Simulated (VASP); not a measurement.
Here is a VASP 6.6.1 calculation.

The input INCAR:

```
SYSTEM = NaErBr4
PREC = Accurate
ENCUT = 500
EDIFF = 1E-6
ISMEAR = 0
SIGMA = 0.1
LREAL = .FALSE.
LASPH = .TRUE.
NELM = 200
ALGO = Normal
ISIF = 2
LWAVE = .FALSE.
LCHARG = .FALSE.
GGA = PE
NBANDS = 31
GGA_COMPAT = .FALSE.
LMAXMIX = 6
```

Contents of KPOINTS:

```
Automatic mesh
0
G
  4 4 4
  0 0 0
```

POSCAR

```
NaErBr4
1.0
    5.2305737400      0.0000000000      0.0000000000
    0.0000000000      5.2305737400      0.0000000000
    0.0000000000      0.0000000000      7.4318809500
Na Er Br
1 1 4
Direct
    0.0000000000      0.0000000000      0.5000000000
    0.5000000000      0.5000000000      0.0000000000
    0.0000000000      0.5000000000      0.2579450000
    0.5000000000      0.0000000000      0.2579450000
    0.0000000000      0.5000000000      0.7420550000
    0.5000000000      0.0000000000      0.7420550000
```

Potentials or basis: VASP PAW PBE potentials, release 64 (Na_pv, Er_3, Br), 4f in core.

Run with:

```console
$ cat potpaw_PBE.64/Na_pv/POTCAR potpaw_PBE.64/Er_3/POTCAR potpaw_PBE.64/Br/POTCAR > POTCAR
$ mpirun -np 1 vasp_std > vasp.out
```

(1) What does it give for the largest force?

(2) What does it give for the pressure?

(3) Predict the band gap on the k mesh.

Answers

(1) 1.045 eV/Å.

(2) -4.5 GPa.

(3) 2.16 eV (least direct gap 2.39 eV).

Caveat: the cell stands under tension; spin-orbit coupling is left out, which moves the levels of the heavy elements; the 4f electrons are frozen in the core, so they carry no moment and show no levels; forces of over 1 eV/Å act on the atoms, so gaps and moduli don't describe the material at rest.
